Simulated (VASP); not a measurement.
AgCl (Chlorargyrite):

```xyz
2
Lattice="0.0000 2.7531 2.7531 2.7531 0.0000 2.7531 2.7531 2.7531 0.0000" Properties=species:S:1:pos:R:3 pbc="T T T"
Ag    0.0000    0.0000    0.0000
Cl    2.7531    2.7531    2.7531
```

Program: VASP 6.6.1. Alike in all runs: task single point; no spin polarisation; cell as given; cutoff (eV) 520; smearing fermi-dirac 0.05 eV.

Order these runs on this cell by their pressure, lowest first.
A. level r2SCAN; potentials or basis VASP PAW PBE potentials, release 64 (Ag, Cl); k mesh 8 × 8 × 8
B. level PBE; potentials or basis VASP PAW PBE potentials, release 64 (Ag, Cl); k mesh 7 × 7 × 7
C. level LDA; potentials or basis VASP PAW LDA potentials, release 64 (Ag, Cl); k mesh 7 × 7 × 7

C (-4.7 GPa), A (1.0 GPa), B (2.6 GPa).

Caveats: the PAW data sets were made with another functional, which shifts forces and pressure a little (some runs).
